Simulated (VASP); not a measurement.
# Sb (P4/mmm) in VASP: notebook

The runs below take Sb through single point, with PBEsol.

All numbers are computed with VASP 6.6.1; they aren't measurements. Logs are shortened: lines on timing, memory, paths and dates and some standing lists are left out, and cuts for length are marked.

## (1) The cell of the first run

Symmetry: P4/mmm, No. 123, tetragonal system. The conventional cell has a = 3.160 Å, b = 3.160 Å, c = 3.176 Å, α = 90.00°, β = 90.00°, γ = 90.00°. Within 4.2 Å of Sb (site symmetry 4/mmm) lie 6 Sb at 3.16 to 3.18 Å.

## (2) Single point, PBEsol (strain +0.0050 x Voigt [1, 0, 0, 0, 0, 0])

Contents of INCAR:

```
PREC = Accurate ; ENCUT = 520
EDIFF = 1E-7 ; ISMEAR = 0
SIGMA = 0.15 ; LREAL = F
LASPH = T ; NELM = 100
ALGO = Normal ; ISIF = 2
LWAVE = F ; LCHARG = F
GGA = PS ; NBANDS = 8
```

Contents of KPOINTS:

```
Automatic mesh
0
Gamma
  16 16 16
```

Contents of POSCAR:

```
Sb
1.0
    3.1758000000      0.0000000000      0.0000000000
    0.0000000000      3.1600000000      0.0000000000
    0.0000000000      0.0000000000      3.1600000000
Sb
1
Direct
    0.0000000000      0.0000000000      0.0000000000
```

Potentials or basis: VASP PAW PBE potentials, release 64 (Sb).

Launch:

```sh
cat potpaw_PBE.64/Sb/POTCAR > POTCAR
mpirun -np 1 vasp_std > vasp.out
```

OUTCAR:

```text
PREC = Accurate
   ENCUT = 520
   EDIFF = 1E-7
   ISMEAR = 0
   LREAL = F
   LASPH = T
   NELM = 100
   ISIF = 2
   GGA = PS

 ion  position               nearest neighbor table
   1  0.000  0.000  0.000-

  LATTYP: Found a simple tetragonal cell.
 ALAT       =     3.1600000000
 C/A-ratio  =     1.0050000000

  Lattice vectors:

 A1 = (   0.0000000000,   3.1600000000,   0.0000000000)
 A2 = (   0.0000000000,   0.0000000000,   3.1600000000)
 A3 = (   3.1758000000,   0.0000000000,   0.0000000000)

Analysis of symmetry for initial positions (statically):
=====================================================================
 Subroutine PRICEL returns:
 Original cell was already a primitive cell.

 Routine SETGRP: Setting up the symmetry group for a
 simple tetragonal supercell.

 Subroutine GETGRP returns: Found 16 space group operations
 (whereof 16 operations were pure point group operations)
 out of a pool of 16 trial point group operations.

The static configuration has the point symmetry D_4h.

Analysis of symmetry for dynamics (positions and initial velocities):
=====================================================================
 Subroutine PRICEL returns:
 Original cell was already a primitive cell.

 Routine SETGRP: Setting up the symmetry group for a
 simple tetragonal supercell.

 Subroutine GETGRP returns: Found 16 space group operations
 (whereof 16 operations were pure point group operations)
 out of a pool of 16 trial point group operations.

The dynamic configuration has the point symmetry D_4h.

 Subroutine INISYM returns: Found 16 space group operations
 (whereof 16 operations are pure point group operations),
 and found     1 'primitive' translations

----------------------------------------------------------------------------------------

                                     Primitive cell

  volume of cell :      31.7123

  direct lattice vectors                    reciprocal lattice vectors
     3.175800000  0.000000000  0.000000000     0.314881290  0.000000000  0.000000000
     0.000000000  3.160000000  0.000000000     0.000000000  0.316455696  0.000000000
     0.000000000  0.000000000  3.160000000     0.000000000  0.000000000  0.316455696

  length of vectors
     3.175800000  3.160000000  3.160000000     0.314881290  0.316455696  0.316455696

  position of ions in fractional coordinates (direct lattice)
     0.000000000  0.000000000  0.000000000

  ion indices of the primitive-cell ions
   primitive index   ion index
                 1           1
[... 75 lines left out ...]
   NSW    =      0    number of steps for IOM
   IBRION =     -1    ionic relax: 0-MD 1-quasi-New 2-CG
   NFREE  =      0    steps in history (QN), initial steepest desc. (CG)
   ISIF   =      2    stress and relaxation
   ISYM   =      2    0-nonsym 1-usesym 2-fastsym
   POTIM  = 0.5000    time-step for ionic-motion
   TEBEG  =    0.0;   TEEND  =   0.0 temperature during run
   PSTRESS=    0.0 pullay stress
   NELECT =       5.0000    total number of electrons
   NUPDOWN=      -1.0000    fix difference up-down
   EMIN   =  10.00;   EMAX   =-10.00  energy-range for DOS
   EFERMI =   0.00;   METHOD = LEGACY
   ISMEAR =     0;   SIGMA  =   0.15  broadening in eV -4-tet -1-fermi 0-gaus
   EFERMI_NEDOS =   21; number of points for ismear=-14 and -15
   IALGO  =     38    algorithm
   IMIX   =      4    mixing-type and parameters
     AMIX     =   0.40;   BMIX     =  1.00
     AMIX_MAG =   1.60;   BMIX_MAG =  1.00
  volume/ion in A,a.u.               =      31.71       214.00
  Fermi-wavevector in a.u.,A,eV,Ry     =   0.884414  1.671301 10.642321  0.782189
  Thomas-Fermi vector in A             =   2.005311
   LORBIT       =      0    0 simple, 1 ext, 2 COOP (PROOUT), +10 PAW based schemes
   GGA     = PS    functional components
   LHFCALC =     F    Hartree Fock is set to
   AEXX    =    0.0000 exact exchange contribution
   IVDW    =     0    specifies the selected vdW correction
   LEPSILON=     F    determine dielectric tensor
   LRPA    =     F    only Hartree local field effects (RPA)
 non-spin polarized calculation
 Gauss-broadening in eV      SIGMA  =   0.15
  energy-cutoff  :      520.00
  volume of cell :       31.71
 maximum number of plane-waves:       876
 NGX is ok and might be reduce to    24
   NGX = 11   NGY = 11   NGZ = 11

 number of electron       5.0000001 magnetization

 Free energy of the ion-electron system (eV)
  ---------------------------------------------------
  ext. energy  EPLUGINS =         0.00000000
  ---------------------------------------------------
  free energy    TOTEN  =        -4.48386465 eV

  energy without entropy =       -4.47813080  energy(sigma->0) =       -4.48099772

 E-fermi :   6.2311     XC(G=0):  -9.4987

 val. band max:        6.2264475324   @ k =   0.1250   0.1875   0.1250
 cond. band min:       6.2711061953   @ k =   0.2500   0.4375   0.0000
 fundamental gap:      0.0446586630
 Fermi energy:         6.2310974168

 k-point     1 :       0.0000    0.0000    0.0000
  band No.  band energies     occupation
      1      -5.7075      2.00000
      2       9.2570      0.00000
      3       9.3880      0.00000
      4       9.3880      0.00000
      5      13.0934      0.00000
      6      13.1589      0.00000
      7      14.0121      0.00000
      8      23.5927      0.00000
[... 243 lines left out ...]
 k-point    24 :       0.3125    0.1250    0.0000
  band No.  band energies     occupation
      1      -4.2754      2.00000
      2       3.3208      2.00000
      3       8.4529      0.00000
      4      10.6891      0.00000
      5      14.6681      0.00000
      6      15.6982      0.00000
      7      17.4775      0.00000
      8      19.1522      0.00000

 [... further k-points ...]

------------------------ aborting loop because EDIFF is reached ----------------------------------------

  FORCE on cell =-STRESS in cart. coord.  units (eV):
  Direction    XX          YY          ZZ          XY          YZ          ZX
  --------------------------------------------------------------------------------------
  -------------------------------------------------------------------------------------
  Total       -1.0552548     -0.9734247     -0.9734247      0.0000000      0.0000000      0.0000000
  in kB      -53.3139173    -49.1796738    -49.1796738      0.0000000      0.0000000      0.0000000
  external PRESSURE =     -50.5577549 kB  Pullay stress =       0.0000000 kB

 VOLUME and BASIS-vectors are now :
 -----------------------------------------------------------------------------
  energy-cutoff  :      520.00
  volume of cell :       31.71
      direct lattice vectors                 reciprocal lattice vectors
     3.175800000  0.000000000  0.000000000     0.314881290  0.000000000  0.000000000
     0.000000000  3.160000000  0.000000000     0.000000000  0.316455696  0.000000000
     0.000000000  0.000000000  3.160000000     0.000000000  0.000000000  0.316455696

 POSITION                                       TOTAL-FORCE (eV/Angst)
 -----------------------------------------------------------------------------------
      0.00000      0.00000      0.00000         0.000000      0.000000      0.000000
 -----------------------------------------------------------------------------------
    total drift:                               -0.000000      0.000000      0.000000

  FREE ENERGIE OF THE ION-ELECTRON SYSTEM (eV)
  ---------------------------------------------------
  free  energy   TOTEN  =        -4.4838646468 eV

  energy  without entropy=       -4.4781307999  energy(sigma->0) =       -4.48099772
```

OSZICAR:

```text
N       E                     dE             d eps       ncg     rms          rms(c)
DAV:   1     0.483175916206E+01    0.48318E+01   -0.16202E+03  6536   0.402E+02
DAV:   2    -0.436499180300E+01   -0.91968E+01   -0.89215E+01  9136   0.517E+01
DAV:   3    -0.448462855449E+01   -0.11964E+00   -0.11817E+00  7568   0.664E+00
DAV:   4    -0.448517845935E+01   -0.54990E-03   -0.54990E-03 10000   0.553E-01
DAV:   5    -0.448518068475E+01   -0.22254E-05   -0.22251E-05  8104   0.220E-02    0.166E+00
DAV:   6    -0.448438813592E+01    0.79255E-03   -0.85932E-04  8128   0.159E-01    0.967E-01
DAV:   7    -0.448385872887E+01    0.52941E-03   -0.19070E-03  7192   0.234E-01    0.639E-02
DAV:   8    -0.448386395457E+01   -0.52257E-05   -0.53453E-05  8640   0.481E-02    0.584E-03
DAV:   9    -0.448386483974E+01   -0.88517E-06   -0.90429E-07  9264   0.697E-03    0.223E-03
DAV:  10    -0.448386459906E+01    0.24068E-06   -0.29210E-07  8376   0.269E-03    0.422E-04
DAV:  11    -0.448386464677E+01   -0.47712E-07   -0.43247E-09  5472   0.438E-04
   1 F= -.44838646E+01 E0= -.44809977E+01  d E =-.573385E-02
```

stdout:

```text
POSCAR found type information on POSCAR Sb
 POSCAR found :  1 types and       1 ions
 scaLAPACK will be used
 -----------------------------------------------------------------------------
|                                                                             |
|                                                                             |
|     You enforced a specific xc type in the INCAR file but a different       |
|     I HOPE YOU KNOW WHAT YOU ARE DOING!                                     |
|                                                                             |
 -----------------------------------------------------------------------------

 LDA part: xc-table for (Slater+PW92), standard interpolation
 POSCAR, INCAR and KPOINTS ok, starting setup
 FFT: planning ... GRIDC
 FFT: planning ... GRID_SOFT
 FFT: planning ... GRID
 WAVECAR not read
 entering main loop
```

Wall time 66 s (1 thread of Intel Xeon 8259CL, shared host); peak memory 0.22 GiB.

Results:

| Property | Result |
| --- | --- |
| Free energy | -4.4839 eV |
| Pressure | -5.1 GPa |

Caveat: the cell differs from its parent crystal (strain +0.0050 x Voigt [1, 0, 0, 0, 0, 0]); the PAW data sets were made with another functional, which shifts forces and pressure a little; spin-orbit coupling is left out, which moves the levels of the heavy elements.

## (3) Single point, PBEsol (strain +0.0100 x Voigt [1, 0, 0, 0, 0, 0])

Contents of INCAR:

```
ALGO = Normal
EDIFF = 1E-6
ENCUT = 520
GGA = PS
ISIF = 2
ISMEAR = 0
LASPH = T
LCHARG = F
LREAL = F
LWAVE = F
NBANDS = 8
NELM = 100
PREC = Accurate
SIGMA = 0.15
```

Contents of KPOINTS:

```
k-points
0
Gamma
  16 16 16
```

POSCAR, as its differences from that of step 2:

```diff
@@ -2,3 +2,3 @@
 1.0
-    3.1758000000      0.0000000000      0.0000000000
+    3.1916000000      0.0000000000      0.0000000000
     0.0000000000      3.1600000000      0.0000000000
```

Potentials or basis: VASP PAW PBE potentials, release 64 (Sb).

Launch:

```sh
cat potpaw_PBE.64/Sb/POTCAR > POTCAR
mpirun -np 1 vasp_std > vasp.out
```

OUTCAR:

```text
EDIFF = 1E-6
   ENCUT = 520
   GGA = PS
   ISIF = 2
   ISMEAR = 0
   LASPH = T
   LREAL = F
   NELM = 100
   PREC = Accurate

 ion  position               nearest neighbor table
   1  0.000  0.000  0.000-

  LATTYP: Found a simple tetragonal cell.
 ALAT       =     3.1600000000
 C/A-ratio  =     1.0100000000

  Lattice vectors:

 A1 = (   0.0000000000,   3.1600000000,   0.0000000000)
 A2 = (   0.0000000000,   0.0000000000,   3.1600000000)
 A3 = (   3.1916000000,   0.0000000000,   0.0000000000)

Analysis of symmetry for initial positions (statically):
=====================================================================
 Subroutine PRICEL returns:
 Original cell was already a primitive cell.

 Routine SETGRP: Setting up the symmetry group for a
 simple tetragonal supercell.

 Subroutine GETGRP returns: Found 16 space group operations
 (whereof 16 operations were pure point group operations)
 out of a pool of 16 trial point group operations.

The static configuration has the point symmetry D_4h.

Analysis of symmetry for dynamics (positions and initial velocities):
=====================================================================
[... 162 lines left out ...]
 Fermi energy:         6.1733154063

 k-point     1 :       0.0000    0.0000    0.0000
  band No.  band energies     occupation
      1      -5.7312      2.00000
      2       9.1006      0.00000
      3       9.3600      0.00000
      4       9.3600      0.00000
      5      12.9870      0.00000
      6      13.1257      0.00000
      7      13.9380      0.00000
      8      23.4856      0.00000
[... 243 lines left out ...]
 k-point    24 :       0.3125    0.1250    0.0000
  band No.  band energies     occupation
      1      -4.3243      2.00000
      2       3.2603      2.00000
      3       8.4004      0.00000
      4      10.6357      0.00000
      5      14.6240      0.00000
      6      15.6392      0.00000
      7      17.4217      0.00000
      8      19.0955      0.00000

 [... further k-points ...]

------------------------ aborting loop because EDIFF is reached ----------------------------------------

  FORCE on cell =-STRESS in cart. coord.  units (eV):
  Direction    XX          YY          ZZ          XY          YZ          ZX
  --------------------------------------------------------------------------------------
  -------------------------------------------------------------------------------------
  Total       -1.1487215     -0.9888267     -0.9888267      0.0000000      0.0000000     -0.0000000
  in kB      -57.7487686    -49.7105041    -49.7105041      0.0000000      0.0000000     -0.0000000
  external PRESSURE =     -52.3899256 kB  Pullay stress =       0.0000000 kB

 VOLUME and BASIS-vectors are now :
 -----------------------------------------------------------------------------
  energy-cutoff  :      520.00
  volume of cell :       31.87
      direct lattice vectors                 reciprocal lattice vectors
     3.191600000  0.000000000  0.000000000     0.313322471  0.000000000  0.000000000
     0.000000000  3.160000000  0.000000000     0.000000000  0.316455696  0.000000000
     0.000000000  0.000000000  3.160000000     0.000000000  0.000000000  0.316455696

 POSITION                                       TOTAL-FORCE (eV/Angst)
 -----------------------------------------------------------------------------------
      0.00000      0.00000      0.00000         0.000000      0.000000      0.000000
 -----------------------------------------------------------------------------------
    total drift:                               -0.000000      0.000000      0.000000

  FREE ENERGIE OF THE ION-ELECTRON SYSTEM (eV)
  ---------------------------------------------------
  free  energy   TOTEN  =        -4.4783968458 eV

  energy  without entropy=       -4.4725093913  energy(sigma->0) =       -4.47545312
```

It took 59 s on 1 thread of Intel Xeon 8259CL, shared host; peak memory 0.22 GiB.

What came out:

```yaml
Free_energy: -4.4784 eV
Pressure: -5.2 GPa
```

Caveat: the cell differs from its parent crystal (strain +0.0100 x Voigt [1, 0, 0, 0, 0, 0]); the PAW data sets were made with another functional, which shifts forces and pressure a little; spin-orbit coupling is left out, which moves the levels of the heavy elements.
